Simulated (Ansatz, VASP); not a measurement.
## SrTiO3 in VASP and in Ansatz

```xyz
5
Lattice="3.9050 -0.0391 -0.0391 -0.0391 3.9050 -0.0391 -0.0391 -0.0391 3.9050" Properties=species:S:1:pos:R:3 pbc="T T T"
Sr    0.0000    0.0000    0.0000
Ti    1.9134    1.9134    1.9134
O    -0.0391    1.9330    1.9330
O     1.9330   -0.0391    1.9330
O     1.9330    1.9330   -0.0391
```

Change from the starting cell: equal xy, yz and zx shear strains of -2 %, crystal datasets.

Alike in both runs: task electric field gradients; functional PBE; k mesh 7 × 7 × 7; occupations fermi-dirac, width 0.05 eV; no spin polarisation.

|  | VASP | Ansatz |
| --- | --- | --- |
| version | VASP 6.6.1 | Ansatz 0.2.0 |
| potentials or method | VASP PAW PBE potentials, release 64 (Sr_sv, Ti_sv, O), cutoff 520 eV | all-electron PAW with datasets made for the crystal, scalar-relativistic |

|  | VASP | Ansatz | Ansatz less VASP |
| --- | --- | --- | --- |
| gap on the k mesh at the Fermi level (eV) | 1.82 | 1.85 | +0.025 |
| pressure (GPa) | 5.1 | 4.4 | -0.68 |
| traceless stress, the component that is largest in VASP (GPa) | 2.32 | 2.31 | -0.007 |
| size of Vzz on the site where it differs most (V/Å²) | 12.4 | 13.1 | +0.69 |

Ansatz ran all-electron here, and VASP with PAW potentials.
